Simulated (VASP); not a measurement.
Input of a VASP 6.6.1 run:

File INCAR:

```
SYSTEM = Co
ALGO = Normal ; EDIFF = 1E-6
ENCUT = 600 ; GGA = PS
GGA_COMPAT = .FALSE. ; ISIF = 2
ISMEAR = -1 ; ISPIN = 2
LASPH = .TRUE. ; LCHARG = .FALSE.
LMAXMIX = 4 ; LORBIT = 11
LREAL = .FALSE. ; LWAVE = .FALSE.
MAGMOM = 2 2 ; NBANDS = 28
NELM = 200 ; PREC = Accurate
SIGMA = 0.05
```

KPOINTS

```
k-points
0
G
  12 12 7
  0 0 0
```

File POSCAR:

```
Co
1.0
    2.5200971126      0.0000000000      0.0000000000
   -1.2600485563      2.1824681195      0.0000000000
    0.0000000000      0.0000000000      4.1167599708
Co
2
Direct
    0.3333333333      0.6666666667      0.7401390000
    0.6666666667      0.3333333333      0.2598610000
```

Potentials or basis: VASP PAW PBE potentials, release 64 (Co_sv).

Launch:

```sh
$ cat potpaw_PBE.64/Co_sv/POTCAR > POTCAR
$ mpirun -np 1 vasp_std > vasp.out
```

Task: Predict the largest force.

Result: 0.320 eV/Å.

Task: Estimate the net moment.

Result: 3.33 μB per cell.

Task: Predict the site moments.

Result: Co +1.73 μB.

Stress tensor (GPa, compression positive):
```
-18.91   0.00   0.00
  0.00 -18.91   0.00
  0.00   0.00 -21.33
```

Caveat: the cell stands under tension; the PAW data sets were made with another functional, which shifts forces and pressure a little.
